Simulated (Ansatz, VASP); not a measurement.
Two plane-wave programs on KBr

File INCAR:

```
  PREC = Accurate
  ENCUT = 520
  EDIFF = 1E-6
  ISMEAR = 0
  SIGMA = 0.05
  LREAL = F
  LASPH = T
  NELM = 80
  ALGO = Normal
  ISIF = 2
  LWAVE = F
  LCHARG = F
  GGA = PS
  NBANDS = 15
```

KPOINTS

```
Automatic mesh
0
Gamma
  6 6 6
```

Contents of POSCAR:

```
KBr
1.0
    0.0000000000      3.0128882984      3.0128882984
    3.0128882984      0.0000000000      3.0128882984
    3.0128882984      3.0128882984      0.0000000000
K Br
1 1
Direct
    0.0000000000      0.0000000000      0.0000000000
    0.5000000000      0.5000000000      0.5000000000
```

Input for Ansatz:

```yaml
crystal:
  lattice:
    - [0.0, 3.0128882984, 3.0128882984]
    - [3.0128882984, 0.0, 3.0128882984]
    - [3.0128882984, 3.0128882984, 0.0]
  atoms:
    - { symbol: K, position: [0.0, 0.0, 0.0] }
    - { symbol: Br, position: [0.5, 0.5, 0.5] }
basis:
  ecutwfc: 420
kpoints:
  mp_grid: { grid: [6, 6, 6] }
hamiltonian:
  xc: pbesol
scf:
  occupations: { method: gaussian, width: 0.05 }
output:
  forces: true
  stress: true
  eigenvalues: true
```

Change from the starting cell: strain -0.080 along x and y, -0.080 along z, atoms carried along.

Alike in both runs: task single point; functional PBEsol; k mesh 6 × 6 × 6; occupations gaussian, width 0.05 eV; no spin polarisation.

```csv
,VASP,Ansatz
version,VASP 6.6.1,Ansatz 0.2.0
potentials or method,"VASP PAW PBE potentials, release 64 (K_sv, Br), cutoff 520 eV","scalar-relativistic, plane waves, PAW"
valence electrons in the cell,16,16
```

VASP gave:

| Property | Result |
| --- | --- |
| gap on the k mesh at the Fermi level (eV) | 5.09 |
| least direct gap on the mesh (eV) | 5.09 |
| pressure (GPa) | 7.4 |

Question: What did Ansatz give for the same quantities?

Answer: gap on the k mesh at the Fermi level (eV): 5.10; least direct gap on the mesh (eV): 5.10; pressure (GPa): 7.2.

VASP's potentials were made for PBE, not for PBEsol.
